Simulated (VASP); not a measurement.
Sr3O:

```
CELL_PARAMETERS angstrom
4.66801 0.00000 0.00000
0.00000 4.66801 0.00000
0.00000 0.00000 4.62003
ATOMIC_POSITIONS crystal
Sr 0.00000 0.50000 0.50000
Sr 0.50000 0.00000 0.50000
Sr 0.50000 0.50000 0.00000
O 0.00000 0.00000 0.00000
```

```yaml
Program: VASP 6.6.1
Task: relaxation of cell and atoms
Functional: PBE
Potentials_or_basis: VASP PAW PBE potentials, release 64 (Sr_sv, O)
Cutoff: 600 eV
k_mesh: 4 × 4 × 4
Occupations: gaussian, width 0.1 eV
Spin: no spin polarisation
```

At the start: pressure 8.4 GPa; volume 25.17 Å³/atom.

**Question.** How do energy, volume and symmetry change on relaxing?

**Answer.** Over 5 steps the energy falls by 254.5 meV/atom and the volume is 35.88 Å³/atom (+42.6 %); space group P4/mmm (No. 123, to 0.05 Å).

Step by step:
```
step  energy change (eV)  largest force (eV/Å)  pressure (GPa)  volume (Å³)
   1              0.0000                0.0000            8.35       100.67
   2             -0.7583                0.0000            4.04       121.02
   3             -0.9825                0.0000           -1.14       153.60
   4             -1.0177                0.0000           -0.10       144.52
   5             -1.0179                0.0000            0.02       143.54
```

Final structure:
```cif
data_structure
_symmetry_space_group_name_H-M 'P 1'
_symmetry_Int_Tables_number 1
_cell_length_a 5.2659
_cell_length_b 5.2659
_cell_length_c 5.1763
_cell_angle_alpha 90.000
_cell_angle_beta 90.000
_cell_angle_gamma 90.000
_cell_volume 143.54
loop_
_atom_site_label
_atom_site_type_symbol
_atom_site_fract_x
_atom_site_fract_y
_atom_site_fract_z
_atom_site_occupancy
Sr1 Sr 0.00000 0.50000 0.50000 1
Sr2 Sr 0.50000 0.00000 0.50000 1
Sr3 Sr 0.50000 0.50000 0.00000 1
O1 O 0.00000 0.00000 0.00000 1
```

Caveat: the volume moved by over 15 % at a fixed basis, so the end points are rough.
